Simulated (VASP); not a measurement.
# Pt (P6_3/mmc) in VASP: notebook

The runs below take Pt through single point, with PBEsol.

All numbers are computed with VASP 6.6.1; they aren't measurements. Logs are shortened: lines on timing, memory, paths and dates and some standing lists are left out, and cuts for length are marked.

### 1 The cell of the first run

The structure is hexagonal, space group P6_3/mmc (No. 194). The conventional cell has a = 2.674 Å, b = 2.674 Å, c = 5.107 Å, α = 90.00°, β = 90.00°, γ = 120.00°. Within 3.5 Å of Pt (site symmetry -6m2) lie 12 Pt at 2.67 to 2.98 Å.

This isn't the form of Pt at room conditions, which is fcc.

### 2 Single point, PBEsol

INCAR

```
SYSTEM = Pt
  PREC = Accurate
  ENCUT = 520
  EDIFF = 1E-6
  ISMEAR = 0
  SIGMA = 0.15
  LREAL = .False.
  LASPH = .True.
  NELM = 80
  ALGO = Fast
  ISIF = 2
  LWAVE = .False.
  LCHARG = .False.
  GGA = PS
  NBANDS = 17
```

KPOINTS

```
regular mesh
0
Gamma
  24 24 12
  0 0 0
```

POSCAR

```
Pt
1.0
    2.6743376865      0.0000000000      0.0000000000
   -1.3371688432      2.3160443748      0.0000000000
    0.0000000000      0.0000000000      5.1065087093
Pt
2
Direct
    0.6666666667      0.3333333333      0.7500000000
    0.3333333333      0.6666666667      0.2500000000
```

Potentials or basis: VASP PAW PBE potentials, release 64 (Pt).

On the command line:

```console
$ cat potpaw_PBE.64/Pt/POTCAR > POTCAR
$ mpirun -np 1 vasp_std > vasp.out
```

OUTCAR:

```text
SYSTEM = Pt
   PREC = Accurate
   ENCUT = 520
   EDIFF = 1E-6
   ISMEAR = 0
   LREAL = .False.
   LASPH = .True.
   NELM = 80
   ISIF = 2
   GGA = PS

 ion  position               nearest neighbor table
   1  0.667  0.333  0.750-   2 2.98   2 2.98   2 2.98   2 2.98   2 2.98   2 2.98
   2  0.333  0.667  0.250-   1 2.98   1 2.98   1 2.98   1 2.98   1 2.98   1 2.98

  LATTYP: Found a hexagonal cell.
 ALAT       =     2.6743376865
 C/A-ratio  =     1.9094479860

  Lattice vectors:

 A1 = (   2.6743376865,   0.0000000000,   0.0000000000)
 A2 = (  -1.3371688432,   2.3160443748,   0.0000000000)
 A3 = (   0.0000000000,   0.0000000000,   5.1065087093)

Analysis of symmetry for initial positions (statically):
=====================================================================
 Subroutine PRICEL returns:
 Original cell was already a primitive cell.

 Routine SETGRP: Setting up the symmetry group for a
 hexagonal supercell.

 Subroutine GETGRP returns: Found 24 space group operations
 (whereof 12 operations were pure point group operations)
 out of a pool of 24 trial point group operations.

The static configuration has the point symmetry D_3d.
 The point group associated with its full space group is D_6h.

Analysis of symmetry for dynamics (positions and initial velocities):
=====================================================================
 Subroutine PRICEL returns:
 Original cell was already a primitive cell.

 Routine SETGRP: Setting up the symmetry group for a
 hexagonal supercell.

 Subroutine GETGRP returns: Found 24 space group operations
 (whereof 12 operations were pure point group operations)
 out of a pool of 24 trial point group operations.

The dynamic configuration has the point symmetry D_3d.
 The point group associated with its full space group is D_6h.

 Subroutine INISYM returns: Found 24 space group operations
 (whereof 12 operations are pure point group operations),
 and found     1 'primitive' translations

----------------------------------------------------------------------------------------

                                     Primitive cell

  volume of cell :      31.6291

  direct lattice vectors                    reciprocal lattice vectors
     2.674337686  0.000000000  0.000000000     0.373924357  0.215885328  0.000000000
    -1.337168843  2.316044375  0.000000000     0.000000000  0.431770656  0.000000000
     0.000000000  0.000000000  5.106508709     0.000000000  0.000000000  0.195828512

  length of vectors
     2.674337686  2.674337686  5.106508709     0.431770656  0.431770656  0.195828512

  position of ions in fractional coordinates (direct lattice)
     0.666666667  0.333333333  0.750000000
     0.333333333  0.666666667  0.250000000

  ion indices of the primitive-cell ions
   primitive index   ion index
                 1           1
                 2           2

----------------------------------------------------------------------------------------

 KPOINTS: regular mesh

Automatic generation of k-mesh.
 Grid dimensions read from file:
 generate k-points for:   24   24   12

 Generating k-lattice:

  Cartesian coordinates                     Fractional coordinates (reciprocal lattice)
     0.015580182  0.008995222  0.000000000     0.041666667 -0.000000000  0.000000000
     0.000000000  0.017990444  0.000000000     0.000000000  0.041666667  0.000000000
     0.000000000  0.000000000  0.016319043     0.000000000  0.000000000  0.083333333

  Length of vectors
     0.017990444  0.017990444  0.016319043

  Shift w.r.t. Gamma in fractional coordinates (k-lattice)
     0.000000000  0.000000000  0.000000000

 Subroutine IBZKPT returns following result:
 ===========================================

 Found    427 irreducible k-points:

 Following reciprocal coordinates:
            Coordinates               Weight
  0.000000  0.000000  0.000000      1.000000
  0.041667 -0.000000  0.000000      6.000000
  0.083333 -0.000000  0.000000      6.000000
  0.125000 -0.000000  0.000000      6.000000
  0.166667 -0.000000  0.000000      6.000000
  0.208333 -0.000000  0.000000      6.000000
[... 16 lines left out ...]
  0.416667  0.041667  0.000000     12.000000
  0.458333  0.041667  0.000000     12.000000
 [... further k-points ...]
   k-points           NKPTS =    427   k-points in BZ     NKDIM =    427   number of bands    NBANDS=     17
   number of dos      NEDOS =    301   number of ions     NIONS =      2
   total plane-waves  NPLWV =  16000
   dimension x,y,z NGX =    20 NGY =   20 NGZ =   40
   dimension x,y,z NGXF=    40 NGYF=   40 NGZF=   80
   ions per type =               2
   NGX,Y,Z   is equivalent  to a cutoff of  12.43, 12.43, 13.02 a.u.
   NGXF,Y,Z  is equivalent  to a cutoff of  24.87, 24.87, 26.04 a.u.
 SYSTEM =  Pt
   PREC   = accura    normal or accurate (medium, high low for compatibility)
   ISTART =      0    job   : 0-new  1-cont  2-samecut
   ICHARG =      2    charge: 1-file 2-atom 10-const
   ISPIN  =      1    spin polarized calculation?
   LNONCOLLINEAR =      F non collinear calculations
   LSORBIT =      F    spin-orbit coupling
   LASPH  =      T    aspherical Exc in radial PAW
   ENCUT  =  520.0 eV  38.22 Ry    6.18 a.u.   4.97  4.97  9.49*2*pi/ulx,y,z
   NELM   =     80;   NELMIN=  2; NELMDL= -5     # of ELM steps
   EDIFF  = 0.1E-05   stopping-criterion for ELM
   LREAL  =      F    real-space projection
   EDIFFG = 0.1E-04   stopping-criterion for IOM
   NSW    =      0    number of steps for IOM
   IBRION =     -1    ionic relax: 0-MD 1-quasi-New 2-CG
   NFREE  =      0    steps in history (QN), initial steepest desc. (CG)
   ISIF   =      2    stress and relaxation
   ISYM   =      2    0-nonsym 1-usesym 2-fastsym
   POTIM  = 0.5000    time-step for ionic-motion
   TEBEG  =    0.0;   TEEND  =   0.0 temperature during run
   PSTRESS=    0.0 pullay stress
   NELECT =      20.0000    total number of electrons
   NUPDOWN=      -1.0000    fix difference up-down
   EMIN   =  10.00;   EMAX   =-10.00  energy-range for DOS
   EFERMI =   0.00;   METHOD = LEGACY
   ISMEAR =     0;   SIGMA  =   0.15  broadening in eV -4-tet -1-fermi 0-gaus
   EFERMI_NEDOS =   21; number of points for ismear=-14 and -15
   IALGO  =     68    algorithm
   IMIX   =      4    mixing-type and parameters
     AMIX     =   0.40;   BMIX     =  1.00
     AMIX_MAG =   1.60;   BMIX_MAG =  1.00
  volume/ion in A,a.u.               =      15.81       106.72
  Fermi-wavevector in a.u.,A,eV,Ry     =   1.405149  2.655347 26.863944  1.974444
  Thomas-Fermi vector in A             =   2.527639
   LORBIT       =      0    0 simple, 1 ext, 2 COOP (PROOUT), +10 PAW based schemes
   GGA     = PS    functional components
   LHFCALC =     F    Hartree Fock is set to
   AEXX    =    0.0000 exact exchange contribution
   IVDW    =     0    specifies the selected vdW correction
   LEPSILON=     F    determine dielectric tensor
   LRPA    =     F    only Hartree local field effects (RPA)
 non-spin polarized calculation
 RMM-DIIS sequential band-by-band and
 Gauss-broadening in eV      SIGMA  =   0.15
  energy-cutoff  :      520.00
  volume of cell :       31.63
 maximum number of plane-waves:       873
 NGX is ok and might be reduce to    20

 number of electron      20.0000000 magnetization

 Free energy of the ion-electron system (eV)
  ---------------------------------------------------
  ext. energy  EPLUGINS =         0.00000000
  ---------------------------------------------------
  free energy    TOTEN  =       -13.64530599 eV

  energy without entropy =      -13.61334070  energy(sigma->0) =      -13.62932334

 E-fermi :  10.1370     XC(G=0): -13.3194

 val. band max:       10.1357927927   @ k =   0.4583   0.0833   0.5000
 cond. band min:      10.1414762540   @ k =   0.3333   0.2083   0.1667
 fundamental gap:      0.0056834613
 Fermi energy:        10.1370207987

 k-point     1 :       0.0000    0.0000    0.0000
  band No.  band energies     occupation
      1       0.3941      2.00000
      2       2.6218      2.00000
      3       5.6090      2.00000
      4       6.6352      2.00000
      5       6.6352      2.00000
      6       6.8686      2.00000
[... 9 lines left out ...]
     16      27.3311      0.00000
     17      32.7396      0.00000

 k-point     2 :       0.0417   -0.0000    0.0000
  band No.  band energies     occupation
      1       0.4644      2.00000
      2       2.6920      2.00000
      3       5.6351      2.00000
      4       6.5982      2.00000
      5       6.6898      2.00000
      6       6.8290      2.00000
[... 9 lines left out ...]
     16      27.4467      0.00000
     17      32.3235      0.00000

 k-point     3 :       0.0833   -0.0000    0.0000
  band No.  band energies     occupation
      1       0.6722      2.00000
      2       2.8967      2.00000
      3       5.7033      2.00000
      4       6.5023      2.00000
      5       6.7235      2.00000
      6       6.8522      2.00000
[... 9 lines left out ...]
     16      27.7535      0.00000
     17      31.1022      0.00000

 k-point     4 :       0.1250   -0.0000    0.0000
  band No.  band energies     occupation
      1       1.0069      2.00000
      2       3.2143      2.00000
      3       5.7733      2.00000
      4       6.3791      2.00000
      5       6.6159      2.00000
      6       7.1181      2.00000
[... 9 lines left out ...]
     16      28.0822      0.00000
     17      29.9626      0.00000
[... 343 lines left out ...]
      1       3.4968      2.00000
      2       3.7292      2.00000
      3       4.7296      2.00000
      4       6.5333      2.00000
      5       6.6307      2.00000
      6       7.5931      2.00000
[... 9 lines left out ...]
     16      23.7782      0.00000
     17      24.2392      0.00000

 k-point    23 :       0.4167    0.0417    0.0000
  band No.  band energies     occupation
      1       3.4920      2.00000
      2       3.6334      2.00000
      3       4.5881      2.00000
      4       6.4986      2.00000
      5       6.8857      2.00000
      6       7.6753      2.00000
[... 9 lines left out ...]
     16      23.2768      0.00000
     17      23.6149      0.00000

 k-point    24 :       0.4583    0.0417    0.0000
  band No.  band energies     occupation
      1       3.4701      2.00000
      2       3.5901      2.00000
      3       4.5172      2.00000
      4       6.4312      2.00000
      5       7.1133      2.00000
      6       7.6361      2.00000
[... 9 lines left out ...]
     16      22.9790      0.00000
     17      23.2998      0.00000

 [... further k-points ...]
[... 5 lines left out ...]
  --------------------------------------------------------------------------------------
  -------------------------------------------------------------------------------------
  Total        0.2017720      0.2017720     -3.7803190      0.0000000     -0.0000000      0.0000000
  in kB       10.2207880     10.2207880   -191.4925264      0.0000000     -0.0000000      0.0000000
  external PRESSURE =     -57.0169835 kB  Pullay stress =       0.0000000 kB

 VOLUME and BASIS-vectors are now :
 -----------------------------------------------------------------------------
  energy-cutoff  :      520.00
  volume of cell :       31.63
      direct lattice vectors                 reciprocal lattice vectors
     2.674337686  0.000000000  0.000000000     0.373924357  0.215885328  0.000000000
    -1.337168843  2.316044375  0.000000000     0.000000000  0.431770656  0.000000000
     0.000000000  0.000000000  5.106508709     0.000000000  0.000000000  0.195828512

 POSITION                                       TOTAL-FORCE (eV/Angst)
 -----------------------------------------------------------------------------------
      1.33717      0.77201      3.82988        -0.000000      0.000000      0.000000
     -0.00000      1.54403      1.27663         0.000000     -0.000000      0.000000
 -----------------------------------------------------------------------------------
    total drift:                               -0.000000      0.000000     -0.000000

  FREE ENERGIE OF THE ION-ELECTRON SYSTEM (eV)
  ---------------------------------------------------
  free  energy   TOTEN  =       -13.6453059886 eV

  energy  without entropy=      -13.6133406981  energy(sigma->0) =      -13.62932334
```

Run time: 73 s. Hardware: 1 thread of Intel Xeon 6975P-C (Granite Rapids), shared host; peak memory 0.29 GiB.

What came out:

```yaml
Free_energy: -13.6453 eV
Pressure: -5.7 GPa
Band_gap_on_the_k_mesh: zero (bands 10 and 11 overlap by 1.57 eV)
```

Levels at points of the mesh, in eV from the Fermi level:
```
           k point  band 6  band 7  band 8  band 9  band 10  band 11  band 12  band 13  band 14  band 15
(0.00, 0.00, 0.00)   -3.27   -3.27   -1.32   -1.15    -1.15    -0.08    -0.08     3.49    13.97    15.64
(0.50, 0.00, 0.00)   -2.46   -2.18   -0.20    0.77     0.87     2.38     3.94     7.30     8.22     9.45
(0.00, 0.00, 0.50)   -3.44   -3.44   -3.44   -0.54    -0.54    -0.54    -0.54     9.85     9.85    16.01
(0.50, 0.00, 0.50)   -1.47   -0.86   -0.86    0.83     0.83     1.70     1.70     6.97     6.97    12.94
```

Caveat: the cell stands under tension; the PAW data sets were made with another functional, which shifts forces and pressure a little; spin-orbit coupling is left out, which moves the levels of the heavy elements.

### 3 Single point, PBEsol

This run uses another cell than the first one, of the same volume but with other edges.

INCAR

```
SYSTEM = Pt
PREC = Accurate
ENCUT = 520
EDIFF = 1E-6
ISMEAR = 0
SIGMA = 0.15
LREAL = .False.
LASPH = .True.
NELM = 100
ALGO = Fast
ISIF = 2
LWAVE = .False.
LCHARG = .True.
GGA = PS
LELF = .True.
LVHAR = .True.
NBANDS = 17
```

KPOINTS

```
Automatic mesh
0
Gamma
  24 24 12
  0 0 0
```

POSCAR

```
Pt
1.0
    2.7984876529      0.0000000000      0.0000000000
   -1.3992438264      2.4235613996      0.0000000000
    0.0000000000      0.0000000000      4.6634763165
Pt
2
Direct
    0.6666666667      0.3333333333      0.7500000000
    0.3333333333      0.6666666667      0.2500000000
```

Potentials or basis: VASP PAW PBE potentials, release 64 (Pt).

On the command line:

```console
$ cat potpaw_PBE.64/Pt/POTCAR > POTCAR
$ mpirun -np 1 vasp_std > vasp.out
```

OUTCAR:

```text
SYSTEM = Pt
   PREC = Accurate
   ENCUT = 520
   EDIFF = 1E-6
   ISMEAR = 0
   LREAL = .False.
   LASPH = .True.
   NELM = 100
   ISIF = 2
   GGA = PS

 ion  position               nearest neighbor table
   1  0.667  0.333  0.750-   2 2.84   2 2.84   2 2.84   2 2.84   2 2.84   2 2.84
   2  0.333  0.667  0.250-   1 2.84   1 2.84   1 2.84   1 2.84   1 2.84   1 2.84

  LATTYP: Found a hexagonal cell.
 ALAT       =     2.7984876529
 C/A-ratio  =     1.6664273332

  Lattice vectors:

 A1 = (   2.7984876529,   0.0000000000,   0.0000000000)
 A2 = (  -1.3992438264,   2.4235613996,   0.0000000000)
[... 653 lines left out ...]
      5       6.9868      2.00000
      6       7.2802      2.00000
[... 9 lines left out ...]
     16      21.6742      0.00000
     17      23.7066      0.00000

 [... further k-points ...]
[... 5 lines left out ...]
  --------------------------------------------------------------------------------------
  -------------------------------------------------------------------------------------
  Total       -2.6490960     -2.6490960     -1.5444785     -0.0000000      0.0000000      0.0000000
  in kB     -134.1902872   -134.1902872    -78.2357523     -0.0000000      0.0000000      0.0000000
  external PRESSURE =    -115.5387755 kB  Pullay stress =       0.0000000 kB

 VOLUME and BASIS-vectors are now :
 -----------------------------------------------------------------------------
  energy-cutoff  :      520.00
  volume of cell :       31.63
      direct lattice vectors                 reciprocal lattice vectors
     2.798487653  0.000000000  0.000000000     0.357335863  0.206307957  0.000000000
    -1.399243826  2.423561400  0.000000000     0.000000000  0.412615913  0.000000000
     0.000000000  0.000000000  4.663476316     0.000000000  0.000000000  0.214432310

 POSITION                                       TOTAL-FORCE (eV/Angst)
 -----------------------------------------------------------------------------------
      1.39924      0.80785      3.49761        -0.000000      0.000000      0.000000
     -0.00000      1.61571      1.16587         0.000000      0.000000      0.000000
 -----------------------------------------------------------------------------------
    total drift:                                0.000000     -0.000000      0.000000

  FREE ENERGIE OF THE ION-ELECTRON SYSTEM (eV)
  ---------------------------------------------------
  free  energy   TOTEN  =       -13.7553192581 eV

  energy  without entropy=      -13.7049726587  energy(sigma->0) =      -13.73014596
```

Wall time 70 s (1 thread of Intel Xeon 6975P-C (Granite Rapids), shared host); peak memory 0.3 GiB.

What came out:

| Quantity | Value |
| --- | --- |
| Free energy | -13.7553 eV |
| Pressure | -11.6 GPa |
| Band gap on the k mesh | zero (bands 10 and 11 overlap by 1.20 eV) |

Stress tensor (GPa, compression positive):
```
-13.42   0.00   0.00
  0.00 -13.42   0.00
  0.00   0.00  -7.82
```

Caveat: the cell stands under tension; the PAW data sets were made with another functional, which shifts forces and pressure a little; spin-orbit coupling is left out, which moves the levels of the heavy elements.
